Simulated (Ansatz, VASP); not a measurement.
## One calculation of BN, two programs

```xyz
2
Lattice="0.0000 1.8048 1.7599 1.8048 0.0000 1.7599 1.8048 1.8048 0.0000" Properties=species:S:1:pos:R:3 pbc="T T T"
B     0.0000    0.0000    0.0000
N     0.9024    0.9024    0.8799
```

Change from the starting cell: uniaxial_z strain -2.5%.

Alike in both runs: task single point; functional HSE06; k mesh 8 × 8 × 8; no spin polarisation.

|  | VASP | Ansatz |
| --- | --- | --- |
| version | VASP 6.6.1 | Ansatz 0.2.0 |
| potentials or method | VASP PAW PBE potentials, release 64 (B, N) | plane waves, PAW |
| plane-wave cutoff (eV) | 520 | 420 |
| occupations | gaussian, width 0.01 eV | fixed |
| valence electrons in the cell | 8 | 8 |

|  | VASP | Ansatz | Ansatz less VASP |
| --- | --- | --- | --- |
| gap on the k mesh at the Fermi level (eV) | 5.35 | 5.36 | +0.014 |
| pressure (GPa) | 6.4 | 5.8 | -0.58 |
| traceless stress, the component that is largest in VASP (GPa) | 10.75 | 10.75 | +0.007 |

Ansatz's warnings: stress exchange threshold loose, stress scf threshold loose.
